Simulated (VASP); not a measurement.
# Pt (Fm-3m) in VASP: single point with r2SCAN

Aim: the single point of Pt with r2SCAN.

All numbers are computed with VASP 6.6.1; they aren't measurements. Logs are shortened: lines on timing, memory, paths and dates and some standing lists are left out, and cuts for length are marked.

## (1) The cell of the first run

The structure is cubic, space group Fm-3m (No. 225). Conventional cell: a = 3.940 Å, b = 3.940 Å, c = 3.940 Å, α = 90.00°, β = 90.00°, γ = 90.00°. Pt (site symmetry m-3m) has 12 Pt at 2.79 Å within 3.7 Å.

## (2) Single point, r2SCAN

POSCAR

```
Pt
1.0
    0.0000000000      1.9698160229      1.9698160229
    1.9698160229      0.0000000000      1.9698160229
    1.9698160229      1.9698160229      0.0000000000
Pt
1
Direct
    0.0000000000      0.0000000000      0.0000000000
```

INCAR.step1

```
PREC = Accurate
ENCUT = 520
ISMEAR = 1
SIGMA = 0.1
LREAL = F
LASPH = T
NELM = 60
NBANDS = 11
GGA = PE
ALGO = Normal
EDIFF = 1E-4
LWAVE = T
LCHARG = F
```

INCAR.step2

```
PREC = Accurate
ENCUT = 520
EDIFF = 1E-7
ISMEAR = 1
SIGMA = 0.1
LREAL = F
LASPH = T
NELM = 60
ALGO = Normal
ISIF = 2
LWAVE = F
LCHARG = F
METAGGA = R2SCAN
LMIXTAU = T
NBANDS = 11
ISTART = 1
```

KPOINTS

```
regular mesh
0
Gamma
  20 20 20
```

Potentials or basis: VASP PAW PBE potentials, release 64 (Pt).

Started as:

```console
cat potpaw_PBE.64/Pt/POTCAR > POTCAR
cp INCAR.step1 INCAR
mpirun -np 1 vasp_std > vasp.out
cp INCAR.step2 INCAR
mpirun -np 1 vasp_std > vasp.out
```

OUTCAR:

```text
PREC = Accurate
   ENCUT = 520
   EDIFF = 1E-7
   ISMEAR = 1
   LREAL = F
   LASPH = T
   NELM = 60
   ISIF = 2
   METAGGA = R2SCAN
   ISTART = 1

 ion  position               nearest neighbor table
   1  0.000  0.000  0.000-

  LATTYP: Found a face centered cubic cell.
 ALAT       =     3.9396320458

  Lattice vectors:

 A1 = (   0.0000000000,   1.9698160229,   1.9698160229)
 A2 = (   1.9698160229,   0.0000000000,   1.9698160229)
 A3 = (   1.9698160229,   1.9698160229,   0.0000000000)

Analysis of symmetry for initial positions (statically):
=====================================================================
 Subroutine PRICEL returns:
 Original cell was already a primitive cell.

 Routine SETGRP: Setting up the symmetry group for a
 face centered cubic supercell.

 Subroutine GETGRP returns: Found 48 space group operations
 (whereof 48 operations were pure point group operations)
 out of a pool of 48 trial point group operations.

The static configuration has the point symmetry O_h .

Analysis of symmetry for dynamics (positions and initial velocities):
=====================================================================
 Subroutine PRICEL returns:
 Original cell was already a primitive cell.

 Routine SETGRP: Setting up the symmetry group for a
 face centered cubic supercell.

 Subroutine GETGRP returns: Found 48 space group operations
 (whereof 48 operations were pure point group operations)
 out of a pool of 48 trial point group operations.

The dynamic configuration has the point symmetry O_h .

 Subroutine INISYM returns: Found 48 space group operations
 (whereof 48 operations are pure point group operations),
 and found     1 'primitive' translations

----------------------------------------------------------------------------------------

                                     Primitive cell

  volume of cell :      15.2865

  direct lattice vectors                    reciprocal lattice vectors
     0.000000000  1.969816023  1.969816023    -0.253830812  0.253830812  0.253830812
     1.969816023  0.000000000  1.969816023     0.253830812 -0.253830812  0.253830812
     1.969816023  1.969816023  0.000000000     0.253830812  0.253830812 -0.253830812

  length of vectors
     2.785740535  2.785740535  2.785740535     0.439647862  0.439647862  0.439647862

  position of ions in fractional coordinates (direct lattice)
     0.000000000  0.000000000  0.000000000

  ion indices of the primitive-cell ions
   primitive index   ion index
                 1           1

----------------------------------------------------------------------------------------

 KPOINTS: regular mesh

Automatic generation of k-mesh.
 Grid dimensions read from file:
 generate k-points for:   20   20   20

 Generating k-lattice:

  Cartesian coordinates                     Fractional coordinates (reciprocal lattice)
    -0.012691541  0.012691541  0.012691541     0.050000000  0.000000000  0.000000000
     0.012691541 -0.012691541  0.012691541     0.000000000  0.050000000  0.000000000
     0.012691541  0.012691541 -0.012691541     0.000000000  0.000000000  0.050000000

  Length of vectors
     0.021982393  0.021982393  0.021982393

  Shift w.r.t. Gamma in fractional coordinates (k-lattice)
     0.000000000  0.000000000  0.000000000

 Subroutine IBZKPT returns following result:
 ===========================================

 Found    256 irreducible k-points:

 Following reciprocal coordinates:
            Coordinates               Weight
  0.000000  0.000000  0.000000      1.000000
  0.050000  0.000000  0.000000      8.000000
  0.100000  0.000000  0.000000      8.000000
  0.150000  0.000000  0.000000      8.000000
  0.200000  0.000000  0.000000      8.000000
  0.250000  0.000000  0.000000      8.000000
[... 16 lines left out ...]
 -0.400000  0.050000  0.000000     24.000000
 -0.350000  0.050000  0.000000     24.000000
 [... further k-points ...]
   k-points           NKPTS =    256   k-points in BZ     NKDIM =    256   number of bands    NBANDS=     11
   number of dos      NEDOS =    301   number of ions     NIONS =      1
   total plane-waves  NPLWV =  13824
   dimension x,y,z NGX =    24 NGY =   24 NGZ =   24
   dimension x,y,z NGXF=    48 NGYF=   48 NGZF=   48
   ions per type =               1
   NGX,Y,Z   is equivalent  to a cutoff of  14.32, 14.32, 14.32 a.u.
   NGXF,Y,Z  is equivalent  to a cutoff of  28.65, 28.65, 28.65 a.u.
 SYSTEM =  unknown system
   PREC   = accura    normal or accurate (medium, high low for compatibility)
   ISTART =      1    job   : 0-new  1-cont  2-samecut
   ICHARG =      0    charge: 1-file 2-atom 10-const
   ISPIN  =      1    spin polarized calculation?
   LNONCOLLINEAR =      F non collinear calculations
   LSORBIT =      F    spin-orbit coupling
   LASPH  =      T    aspherical Exc in radial PAW
   ENCUT  =  520.0 eV  38.22 Ry    6.18 a.u.   5.18  5.18  5.18*2*pi/ulx,y,z
   NELM   =     60;   NELMIN=  2; NELMDL=  0     # of ELM steps
   EDIFF  = 0.1E-06   stopping-criterion for ELM
   LREAL  =      F    real-space projection
   EDIFFG = 0.1E-05   stopping-criterion for IOM
   NSW    =      0    number of steps for IOM
   IBRION =     -1    ionic relax: 0-MD 1-quasi-New 2-CG
   NFREE  =      0    steps in history (QN), initial steepest desc. (CG)
   ISIF   =      2    stress and relaxation
   ISYM   =      2    0-nonsym 1-usesym 2-fastsym
   POTIM  = 0.5000    time-step for ionic-motion
   TEBEG  =    0.0;   TEEND  =   0.0 temperature during run
   PSTRESS=    0.0 pullay stress
   NELECT =      10.0000    total number of electrons
   NUPDOWN=      -1.0000    fix difference up-down
   EMIN   =  10.00;   EMAX   =-10.00  energy-range for DOS
   EFERMI =   0.00;   METHOD = LEGACY
   ISMEAR =     1;   SIGMA  =   0.10  broadening in eV -4-tet -1-fermi 0-gaus
   EFERMI_NEDOS =   21; number of points for ismear=-14 and -15
   IALGO  =     38    algorithm
   IMIX   =      4    mixing-type and parameters
     AMIX     =   0.40;   BMIX     =  1.00
     AMIX_MAG =   1.60;   BMIX_MAG =  1.00
  volume/ion in A,a.u.               =      15.29       103.16
  Fermi-wavevector in a.u.,A,eV,Ry     =   1.421148  2.685579 27.479147  2.019660
  Thomas-Fermi vector in A             =   2.541988
   LORBIT       =      0    0 simple, 1 ext, 2 COOP (PROOUT), +10 PAW based schemes
   METAGGA = R2SCAN    functional components
   LHFCALC =     F    Hartree Fock is set to
   AEXX    =    0.0000 exact exchange contribution
   IVDW    =     0    specifies the selected vdW correction
   LEPSILON=     F    determine dielectric tensor
   LRPA    =     F    only Hartree local field effects (RPA)
 non-spin polarized calculation
 Methfessel and Paxton  Order N= 1 SIGMA  =   0.10
  energy-cutoff  :      520.00
  volume of cell :       15.29
 maximum number of plane-waves:       424
 NGX is ok and might be reduce to    24
   NGX = 11   NGY = 11   NGZ = 11

 number of electron      10.0000001 magnetization

 Free energy of the ion-electron system (eV)
  ---------------------------------------------------
  ext. energy  EPLUGINS =         0.00000000
  ---------------------------------------------------
  free energy    TOTEN  =       -51.50229695 eV

  energy without entropy =      -51.50283259  energy(sigma->0) =      -51.50247550

 E-fermi :  10.7554     XC(G=0): -14.5384

 val. band max:       10.7420073272   @ k =  -0.4000   0.3500   0.0500
 cond. band min:      10.7645320007   @ k =   0.4500   0.1000   0.0000
 fundamental gap:      0.0225246735
 Fermi energy:        10.7554122709

 k-point     1 :       0.0000    0.0000    0.0000
  band No.  band energies     occupation
      1       0.4182      2.00000
      2       6.9276      2.00000
      3       6.9276      2.00000
      4       6.9276      2.00000
      5       9.0441      2.00000
      6       9.0441      2.00000
      7      26.2760      0.00000
      8      31.3679      0.00000
      9      31.3679      0.00000
     10      31.3679      0.00000
     11      37.1902      0.00000

 k-point     2 :       0.0500    0.0000    0.0000
  band No.  band energies     occupation
      1       0.5221      2.00000
      2       6.8816      2.00000
      3       6.9691      2.00000
      4       6.9691      2.00000
      5       9.0213      2.00000
      6       9.0213      2.00000
      7      26.4349      0.00000
      8      30.8141      0.00000
      9      31.5235      0.00000
     10      31.5235      0.00000
     11      37.7920      0.00000

 k-point     3 :       0.1000    0.0000    0.0000
  band No.  band energies     occupation
      1       0.8262      2.00000
      2       6.7596      2.00000
      3       7.0805      2.00000
      4       7.0805      2.00000
      5       8.9691      2.00000
      6       8.9691      2.00000
      7      26.8749      0.00000
      8      29.5772      0.00000
      9      31.9783      0.00000
     10      31.9783      0.00000
     11      38.6037      0.00000

 k-point     4 :       0.1500    0.0000    0.0000
  band No.  band energies     occupation
      1       1.3045      2.00000
      2       6.6102      2.00000
      3       7.2183      2.00000
      4       7.2183      2.00000
      5       8.9393      2.00000
      6       8.9393      2.00000
      7      27.4542      0.00000
      8      28.1210      0.00000
      9      32.6932      0.00000
     10      32.6932      0.00000
     11      37.3167      0.00000

 k-point     5 :       0.2000    0.0000    0.0000
  band No.  band energies     occupation
      1       1.9012      2.00000
      2       6.5152      2.00000
      3       7.3076      2.00000
      4       7.3076      2.00000
      5       9.0144      2.00000
      6       9.0144      2.00000
      7      26.4816      0.00000
      8      27.9928      0.00000
      9      33.5816      0.00000
     10      33.5816      0.00000
     11      35.8682      0.00000
[... 211 lines left out ...]
 k-point    21 :       0.5000    0.0500    0.0000
  band No.  band energies     occupation
      1       3.4110      2.00000
      2       6.7667      2.00000
      3       6.9048      2.00000
      4       9.6517      2.00000
      5      10.7883      0.47599
      6      11.6150     -0.00000
      7      16.8628      0.00000
      8      26.0742      0.00000
      9      30.4143      0.00000
     10      30.4717      0.00000
     11      39.9549      0.00000

 k-point    22 :      -0.4500    0.0500    0.0000
  band No.  band energies     occupation
      1       3.4128      2.00000
      2       6.7860      2.00000
      3       6.9041      2.00000
      4       9.5884      2.00000
      5      10.6622      2.03327
      6      11.5539     -0.00000
      7      17.1014      0.00000
      8      26.1098      0.00000
      9      30.2427      0.00000
     10      30.8078      0.00000
     11      39.7172      0.00000

 k-point    23 :      -0.4000    0.0500    0.0000
  band No.  band energies     occupation
      1       3.4127      2.00000
      2       6.8606      2.00000
      3       6.9588      2.00000
      4       8.9295      2.00000
      5      10.3650      2.00000
      6      11.0979     -0.00001
      7      18.4501      0.00000
      8      26.3586      0.00000
      9      30.5124      0.00000
     10      31.6022      0.00000
     11      38.6756      0.00000

 k-point    24 :      -0.3500    0.0500    0.0000
  band No.  band energies     occupation
      1       3.3662      2.00000
      2       6.9765      2.00000
      3       7.0622      2.00000
      4       7.9708      2.00000
      5       9.9519      2.00000
      6      10.6245      2.06895
      7      20.2841      0.00000
      8      26.8090      0.00000
      9      31.1493      0.00000
     10      32.8043      0.00000
     11      37.2324      0.00000

 [... further k-points ...]

------------------------ aborting loop because EDIFF is reached ----------------------------------------

  FORCE on cell =-STRESS in cart. coord.  units (eV):
  Direction    XX          YY          ZZ          XY          YZ          ZX
  --------------------------------------------------------------------------------------
  -------------------------------------------------------------------------------------
  Total        0.0667569      0.0667569      0.0667569      0.0000000      0.0000000      0.0000000
  in kB        6.9968008      6.9968008      6.9968008      0.0000000      0.0000000      0.0000000
  external PRESSURE =       6.9968008 kB  Pullay stress =       0.0000000 kB

 VOLUME and BASIS-vectors are now :
 -----------------------------------------------------------------------------
  energy-cutoff  :      520.00
  volume of cell :       15.29
      direct lattice vectors                 reciprocal lattice vectors
     0.000000000  1.969816023  1.969816023    -0.253830812  0.253830812  0.253830812
     1.969816023  0.000000000  1.969816023     0.253830812 -0.253830812  0.253830812
     1.969816023  1.969816023  0.000000000     0.253830812  0.253830812 -0.253830812

 POSITION                                       TOTAL-FORCE (eV/Angst)
 -----------------------------------------------------------------------------------
      0.00000      0.00000      0.00000         0.000000     -0.000000     -0.000000
 -----------------------------------------------------------------------------------
    total drift:                               -0.000000      0.000000     -0.000000

  FREE ENERGIE OF THE ION-ELECTRON SYSTEM (eV)
  ---------------------------------------------------
  free  energy   TOTEN  =       -51.5022969525 eV

  energy  without entropy=      -51.5028325869  energy(sigma->0) =      -51.50247550
```

Run time: 92 s. Hardware: 1 thread of Intel Xeon Platinum 8488C (Sapphire Rapids), shared host; peak memory 0.18 GiB.

What came out:

- Free energy: -51.5023 eV
- Pressure: 0.7 GPa
- Band gap on the k mesh: zero (band 5 reaches 11.27 eV, above the bottom of band 6 at 8.94 eV)

Caveat: the PAW data sets were made with another functional, which shifts forces and pressure a little; spin-orbit coupling is left out, which moves the levels of the heavy elements.
